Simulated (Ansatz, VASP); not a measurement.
One calculation of Ni, two programs

File INCAR:

```
PREC = Accurate
ENCUT = 520
EDIFF = 1E-7
ISMEAR = -1
SIGMA = 0.05
LREAL = False
LASPH = True
NELM = 150
ALGO = Normal
ISIF = 2
LWAVE = False
LCHARG = False
ISPIN = 2
MAGMOM = 1.5 1.5
LORBIT = 11
LMAXMIX = 4
GGA = PE
NBANDS = 21
```

File KPOINTS:

```
Automatic mesh
0
Gamma
  15 15 8
```

File POSCAR:

```
Ni
1.0
    2.4643512940      0.0000000000      0.0000000000
   -1.2321756470      2.1341908244      0.0000000000
    0.0000000000      0.0000000000      4.0508285257
Ni
2
Direct
    0.3333333333      0.6666666667      0.2500000000
    0.6666666667      0.3333333333      0.7500000000
```

Input for Ansatz:

```yaml
crystal:
  lattice:
    - [2.464351294, 0.0, 0.0]
    - [-1.232175647, 2.1341908244, 0.0]
    - [0.0, 0.0, 4.0508285257]
  atoms:
    - { symbol: Ni, position: [0.3333333333, 0.6666666667, 0.25], spin: 1.5 }
    - { symbol: Ni, position: [0.6666666667, 0.3333333333, 0.75], spin: 1.5 }
magnetization:
  spin_polarized: true
kpoints:
  mp_grid: { grid: [15, 15, 8] }
scf:
  occupations: { method: fermi_dirac, width: 0.05 }
hamiltonian:
  xc: pbe
  pseudopotentials: { kind: all_electron, lapw: { basis_error: 0.001 } }
output:
  forces: true
  stress: true
  eigenvalues: true
```

Change from the starting cell: volume scaled by 0.975.

Alike in both runs: task single point; functional PBE; k mesh 15 × 15 × 8; occupations fermi-dirac, width 0.05 eV; collinear spin.

|  | VASP | Ansatz |
| --- | --- | --- |
| version | VASP 6.6.1 | Ansatz 0.2.0 |
| potentials or method | VASP PAW PBE potentials, release 64 (Ni), cutoff 520 eV | all-electron LAPW, scalar-relativistic |

Ansatz gave:

```
pressure (GPa)                                                : 5.3
traceless stress, the component that is largest in VASP (GPa) : -0.04
net moment per atom (μB)                                      : 0.65
size of the moment on the site where the two differ most (μB) : 0.67
```

Task: Which values does VASP return?

Result: Pressure (GPa): 5.2; traceless stress, the component that is largest in VASP (GPa): -0.13; net moment per atom (μB): 0.64; size of the moment on the site where the two differ most (μB): 0.65.

Site moments also hang on the region over which each program counts them. Ansatz ran all-electron here, and VASP with PAW potentials.
